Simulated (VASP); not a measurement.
# InSb2As3 (P4/mmm) in VASP: further runs

InSb2As3 is run at these levels: PBE; tasks: single point.

Program: VASP 6.6.1. These are calculated values, not measurements. Logs are shortened: lines on timing, memory, paths and dates and some standing lists are left out, and cuts for length are marked.

## Step 1: The cell of the first run

The structure is tetragonal, space group P4/mmm (No. 123). The conventional cell has a = 3.906 Å, b = 3.906 Å, c = 10.759 Å, α = 90.00°, β = 90.00°, γ = 90.00°. In (site symmetry 4/mmm) has 4 As at 2.76 Å and 2 Sb at 3.02 Å within 3.6 Å. Within 4.0 Å of Sb (site symmetry 4mm) lie 1 In at 3.02 Å and 4 As at 3.06 Å and 4 Sb at 3.91 Å. Within 3.6 Å of As (site symmetry mmm) lie 4 As at 2.76 Å and 4 Sb at 3.06 Å. As (site symmetry 4/mmm) has 4 In at 2.76 Å within 3.6 Å.

## Step 2: Single point, PBE

INCAR

```
SYSTEM = InSb2As3
PREC = Accurate
ENCUT = 520
EDIFF = 1E-6
ISMEAR = 0
SIGMA = 0.1
LREAL = .FALSE.
LASPH = .TRUE.
NELM = 80
ALGO = Normal
ISIF = 2
LWAVE = .FALSE.
LCHARG = .FALSE.
GGA = PE
NBANDS = 28
```

KPOINTS

```
Automatic mesh
0
G
  4 4 4
  0 0 0
```

POSCAR

```
InSb2As3
1.0
    3.9055311672      0.0000000000      0.0000000000
    0.0000000000      3.9055311672      0.0000000000
    0.0000000000      0.0000000000     10.7593028454
In Sb As
1 2 3
Direct
    0.0000000000      0.0000000000      0.0000000000
    0.0000000000      0.0000000000      0.2807381254
    0.0000000000      0.0000000000      0.7192618746
    0.5000000000      0.0000000000      0.5000000000
    0.0000000000      0.5000000000      0.5000000000
    0.5000000000      0.5000000000      0.0000000000
```

Potentials or basis: VASP PAW PBE potentials, release 64 (In_d, Sb, As).

Started as:

```console
> cat potpaw_PBE.64/In_d/POTCAR potpaw_PBE.64/Sb/POTCAR potpaw_PBE.64/As/POTCAR > POTCAR
> mpirun -np 1 vasp_std > vasp.out
```

OUTCAR:

```text
SYSTEM = InSb2As3
   PREC = Accurate
   ENCUT = 520
   EDIFF = 1E-6
   ISMEAR = 0
   LREAL = .FALSE.
   LASPH = .TRUE.
   NELM = 80
   ISIF = 2
   GGA = PE

 ion  position               nearest neighbor table
   1  0.000  0.000  0.000-   6 2.76   6 2.76   6 2.76   6 2.76   2 3.02   3 3.02
   2  0.000  0.000  0.281-   1 3.02   4 3.06   5 3.06   5 3.06   4 3.06
   3  0.000  0.000  0.719-   1 3.02   4 3.06   5 3.06   5 3.06   4 3.06
   4  0.500  0.000  0.500-   5 2.76   5 2.76   5 2.76   5 2.76   2 3.06   3 3.06   2 3.06   3 3.06

   5  0.000  0.500  0.500-   4 2.76   4 2.76   4 2.76   4 2.76   3 3.06   3 3.06   2 3.06   2 3.06

   6  0.500  0.500  0.000-   1 2.76   1 2.76   1 2.76   1 2.76

  LATTYP: Found a simple tetragonal cell.
 ALAT       =     3.9055311672
 C/A-ratio  =     2.7548884863

  Lattice vectors:

 A1 = (   3.9055311672,   0.0000000000,   0.0000000000)
 A2 = (   0.0000000000,   3.9055311672,   0.0000000000)
 A3 = (   0.0000000000,   0.0000000000,  10.7593028454)

Analysis of symmetry for initial positions (statically):
=====================================================================
 Subroutine PRICEL returns:
 Original cell was already a primitive cell.

 Routine SETGRP: Setting up the symmetry group for a
 simple tetragonal supercell.

 Subroutine GETGRP returns: Found 16 space group operations
 (whereof 16 operations were pure point group operations)
 out of a pool of 16 trial point group operations.

The static configuration has the point symmetry D_4h.

Analysis of symmetry for dynamics (positions and initial velocities):
=====================================================================
 Subroutine PRICEL returns:
 Original cell was already a primitive cell.

 Routine SETGRP: Setting up the symmetry group for a
 simple tetragonal supercell.

 Subroutine GETGRP returns: Found 16 space group operations
 (whereof 16 operations were pure point group operations)
 out of a pool of 16 trial point group operations.

The dynamic configuration has the point symmetry D_4h.

 Subroutine INISYM returns: Found 16 space group operations
 (whereof 16 operations are pure point group operations),
 and found     1 'primitive' translations

----------------------------------------------------------------------------------------

                                     Primitive cell

  volume of cell :     164.1135
[... 91 lines left out ...]
   LREAL  =      F    real-space projection
   EDIFFG = 0.1E-04   stopping-criterion for IOM
   NSW    =      0    number of steps for IOM
   IBRION =     -1    ionic relax: 0-MD 1-quasi-New 2-CG
   NFREE  =      0    steps in history (QN), initial steepest desc. (CG)
   ISIF   =      2    stress and relaxation
   ISYM   =      2    0-nonsym 1-usesym 2-fastsym
   POTIM  = 0.5000    time-step for ionic-motion
   TEBEG  =    0.0;   TEEND  =   0.0 temperature during run
   PSTRESS=    0.0 pullay stress
   NELECT =      38.0000    total number of electrons
   NUPDOWN=      -1.0000    fix difference up-down
   EMIN   =  10.00;   EMAX   =-10.00  energy-range for DOS
   EFERMI =   0.00;   METHOD = LEGACY
   ISMEAR =     0;   SIGMA  =   0.10  broadening in eV -4-tet -1-fermi 0-gaus
   EFERMI_NEDOS =   21; number of points for ismear=-14 and -15
   IALGO  =     38    algorithm
   IMIX   =      4    mixing-type and parameters
     AMIX     =   0.40;   BMIX     =  1.00
     AMIX_MAG =   1.60;   BMIX_MAG =  1.00
  volume/ion in A,a.u.               =      27.35       184.58
  Fermi-wavevector in a.u.,A,eV,Ry     =   1.005282  1.899708 13.749938  1.010592
  Thomas-Fermi vector in A             =   2.137952
   LORBIT       =      0    0 simple, 1 ext, 2 COOP (PROOUT), +10 PAW based schemes
   GGA     = PE    functional components
   LHFCALC =     F    Hartree Fock is set to
   AEXX    =    0.0000 exact exchange contribution
   IVDW    =     0    specifies the selected vdW correction
   LEPSILON=     F    determine dielectric tensor
   LRPA    =     F    only Hartree local field effects (RPA)
 non-spin polarized calculation
 Gauss-broadening in eV      SIGMA  =   0.10
  energy-cutoff  :      520.00
  volume of cell :      164.11
 maximum number of plane-waves:      4436
 NGX is ok and might be reduce to    30
   NGX = 15   NGY = 15   NGZ = 41

 number of electron      38.0000000 magnetization

 Free energy of the ion-electron system (eV)
  ---------------------------------------------------
  ext. energy  EPLUGINS =         0.00000000
  ---------------------------------------------------
  free energy    TOTEN  =       -22.82785829 eV

  energy without entropy =      -22.80956636  energy(sigma->0) =      -22.81871233

 E-fermi :   5.2672     XC(G=0):  -9.4550

 val. band max:        5.2248947739   @ k =   0.5000   0.0000   0.2500
 cond. band min:       5.2773388514   @ k =   0.5000   0.2500   0.5000
 fundamental gap:      0.0524440775
 Fermi energy:         5.2671862479

 k-point     1 :       0.0000    0.0000    0.0000
  band No.  band energies     occupation
      1      -9.3865      2.00000
      2      -9.1961      2.00000
      3      -9.1728      2.00000
      4      -9.1286      2.00000
      5      -9.1286      2.00000
      6      -8.8154      2.00000
[... 547 lines left out ...]
     27      10.7268      0.00000
     28      10.7268      0.00000

------------------------ aborting loop because EDIFF is reached ----------------------------------------

  FORCE on cell =-STRESS in cart. coord.  units (eV):
  Direction    XX          YY          ZZ          XY          YZ          ZX
  --------------------------------------------------------------------------------------
  -------------------------------------------------------------------------------------
  Total       -0.2396050     -0.2396050     -0.1696890      0.0000000     -0.0000000      0.0000000
  in kB       -2.3391713     -2.3391713     -1.6566082      0.0000000     -0.0000000      0.0000000
  external PRESSURE =      -2.1116503 kB  Pullay stress =       0.0000000 kB

 VOLUME and BASIS-vectors are now :
 -----------------------------------------------------------------------------
  energy-cutoff  :      520.00
  volume of cell :      164.11
      direct lattice vectors                 reciprocal lattice vectors
     3.905531167  0.000000000  0.000000000     0.256047118  0.000000000  0.000000000
     0.000000000  3.905531167  0.000000000     0.000000000  0.256047118  0.000000000
     0.000000000  0.000000000 10.759302845     0.000000000  0.000000000  0.092942825

 POSITION                                       TOTAL-FORCE (eV/Angst)
 -----------------------------------------------------------------------------------
      0.00000      0.00000      0.00000         0.000000     -0.000000      0.000000
      0.00000      0.00000      3.02055        -0.000000      0.000000      0.012863
      0.00000      0.00000      7.73876         0.000000     -0.000000     -0.012863
      1.95277      0.00000      5.37965         0.000000     -0.000000      0.000000
      0.00000      1.95277      5.37965         0.000000     -0.000000      0.000000
      1.95277      1.95277      0.00000         0.000000     -0.000000      0.000000
 -----------------------------------------------------------------------------------
    total drift:                                0.000000      0.000000      0.000000

  FREE ENERGIE OF THE ION-ELECTRON SYSTEM (eV)
  ---------------------------------------------------
  free  energy   TOTEN  =       -22.8278582932 eV

  energy  without entropy=      -22.8095663584  energy(sigma->0) =      -22.81871233
```

OSZICAR:

```text
N       E                     dE             d eps       ncg     rms          rms(c)
DAV:   1     0.266979599215E+03    0.26698E+03   -0.14621E+04  1008   0.122E+03
DAV:   2     0.485214009990E+01   -0.26213E+03   -0.25258E+03  1148   0.285E+02
DAV:   3    -0.220388423129E+02   -0.26891E+02   -0.26194E+02  1264   0.954E+01
DAV:   4    -0.231883864530E+02   -0.11495E+01   -0.11322E+01  1180   0.205E+01
DAV:   5    -0.232333713531E+02   -0.44985E-01   -0.44946E-01  1468   0.434E+00    0.567E+00
DAV:   6    -0.229128052314E+02    0.32057E+00   -0.50474E+00  1324   0.709E+00    0.350E+00
DAV:   7    -0.228271342268E+02    0.85671E-01   -0.44975E-01  1180   0.259E+00    0.212E+00
DAV:   8    -0.228323891418E+02   -0.52549E-02   -0.11038E-01  1220   0.127E+00    0.468E-01
DAV:   9    -0.228283716625E+02    0.40175E-02   -0.37518E-02  1256   0.614E-01    0.265E-01
DAV:  10    -0.228286669833E+02   -0.29532E-03   -0.88295E-03  1200   0.364E-01    0.171E-01
DAV:  11    -0.228278276138E+02    0.83937E-03   -0.31364E-03  1204   0.223E-01    0.371E-02
DAV:  12    -0.228278559118E+02   -0.28298E-04   -0.35519E-04  1140   0.788E-02    0.171E-02
DAV:  13    -0.228278569939E+02   -0.10821E-05   -0.21888E-05  1360   0.282E-02    0.948E-03
DAV:  14    -0.228278589482E+02   -0.19543E-05   -0.75077E-06  1084   0.108E-02    0.569E-03
DAV:  15    -0.228278582932E+02    0.65502E-06   -0.17553E-06   692   0.748E-03
   1 F= -.22827858E+02 E0= -.22818712E+02  d E =-.182919E-01
```

Wall time 2.4 min (1 thread of Intel Xeon Platinum 8259CL at 2.50GHz (Skylake/Cascade Lake), shared host); peak memory 0.28 GiB.

What came out:

- Free energy: -22.8279 eV
- Pressure: -0.2 GPa
- Largest force: 0.013 eV/Å
- Band gap on the k mesh: zero (band 19 reaches 6.35 eV, above the bottom of band 20 at 4.33 eV)

Forces in eV/Å, atoms in the order of the input:
```
In   0.000  0.000  0.000
Sb   0.000  0.000  0.013
Sb   0.000  0.000 -0.013
As   0.000  0.000  0.000
As   0.000  0.000  0.000
As   0.000  0.000  0.000
```

Levels at points of the mesh, in eV from the Fermi level:
```tsv
k point	band 16	band 17	band 18	band 19	band 20	band 21	band 22	band 23
(0.00, 0.00, 0.00)	-1.44	-1.03	0.59	0.74	0.74	0.78	1.90	1.90
(0.50, 0.00, 0.00)	-1.35	-1.17	-0.81	-0.05	0.45	1.39	1.49	1.87
(0.50, 0.50, 0.00)	-3.64	-3.06	-1.64	-0.94	-0.94	-0.46	1.35	1.35
(0.00, 0.00, 0.50)	-1.46	-1.01	0.59	0.80	0.91	0.91	1.73	1.73
(0.50, 0.00, 0.50)	-1.84	-0.81	-0.08	0.14	0.45	0.47	0.85	1.24
(0.50, 0.50, 0.50)	-3.39	-3.39	-1.28	-1.28	-0.43	0.63	0.68	1.85
```

Caveat: the k points lie up to 0.40 Å⁻¹ apart; spin-orbit coupling is left out, which moves the levels of the heavy elements.

[end of part 1 of 2]
